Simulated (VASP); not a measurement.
Set up this calculation in VASP 6.6.1, as the native input.

| Quantity | Value |
| --- | --- |
| Task | single point |
| Functional | PBE |
| Potentials or basis | VASP PAW PBE potentials, release 64 (Co) |
| Cutoff | 520 eV |
| k mesh | 13 × 13 × 13 |
| Occupations | fermi-dirac, width 0.05 eV |
| Spin | collinear spin, ferromagnetic start |
| Starting moments | [2.0] μB |
| Dipole correction | no |
| Further INCAR settings | ALGO = Normal; EDIFF = 1e-07; NBANDS = 14 |

The structure of Co lies in POSCAR:

```
Co
1.0
   -1.4145745000      1.3929095500      1.3921574700
    1.4429802800     -1.3751271500      1.4027808400
    1.4112696000      1.3718222500     -1.3743750600
Co
1
Direct
    0.0000000000      0.0000000000      0.0000000000
```

One way to write it, as run:

INCAR

```
PREC = Accurate ; ENCUT = 520
EDIFF = 1E-7 ; ISMEAR = -1
SIGMA = 0.05 ; LREAL = F
LASPH = T ; NELM = 150
ALGO = Normal ; ISIF = 2
LWAVE = F ; LCHARG = T
ISPIN = 2 ; MAGMOM = 2
LORBIT = 11 ; LMAXMIX = 4
GGA = PE ; LELF = T
LVHAR = T ; NBANDS = 14
```

KPOINTS

```
regular mesh
0
Gamma
  13 13 13
```

Potentials or basis: VASP PAW PBE potentials, release 64 (Co).

The run is started by

```sh
$ cat potpaw_PBE.64/Co/POTCAR > POTCAR
$ mpirun -np 1 vasp_std > vasp.out
```

It gave:

```yaml
Pressure: 0.0 GPa
Net_moment: 1.70 μB per cell
Site_moments: Co +1.72 μB
Valence_electrons_inside_the_program's_atomic_spheres: Co 8.24
```

Run time: 5.8 min on 1 thread of Intel(R) Xeon(R) Platinum 8259CL CPU @ 2.50GHz (Skylake/Cascade Lake), with other jobs on the host, peak memory 0.36 GiB.
